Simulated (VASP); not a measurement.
# Al: single point with r2SCAN

Al:

```
CELL_PARAMETERS angstrom
-1.59122 1.59122 1.61509
1.59122 -1.59122 1.61509
1.59122 1.59122 -1.61509
ATOMIC_POSITIONS crystal
Al 0.00000 0.00000 0.00000
```

This cell differs from its parent crystal: strain +0.000 along x and y, +0.015 along z.

```
Program             : VASP 6.6.1
Task                : single point
Functional          : r2SCAN
Potentials or basis : VASP PAW PBE potentials, release 64 (Al)
Cutoff              : 520 eV
k mesh              : 20 × 20 × 20
Occupations         : gaussian, width 0.15 eV
Spin                : no spin polarisation
```

```yaml
Pressure: -1.1 GPa
```

Stress tensor (GPa, compression positive):
```
-1.37  0.00  0.00
 0.00 -1.37  0.00
 0.00  0.00 -0.42
```

Levels at points of the mesh, in eV from the Fermi level:
| k point | band 1 | band 2 | band 3 | band 4 |
| --- | --- | --- | --- | --- |
| (0.00, 0.00, 0.00) | -11.92 | 13.97 | 13.97 | 14.34 |
| (0.50, 0.00, 0.00) | -4.78 | -4.07 | 8.81 | 8.99 |
| (0.50, 0.50, 0.00) | -4.70 | -3.92 | 8.48 | 8.69 |
| (0.50, 0.50, 0.50) | 1.72 | 2.17 | 2.17 | 2.85 |

It took 2.8 min on 1 thread of Intel(R) Xeon(R) Platinum 8259CL CPU @ 2.50GHz (Skylake/Cascade Lake), on a shared host, peak memory 0.19 GiB.

Caveat: the cell differs from its parent crystal (strain +0.000 along x and y, +0.015 along z); the PAW data sets were made with another functional, which shifts forces and pressure a little.
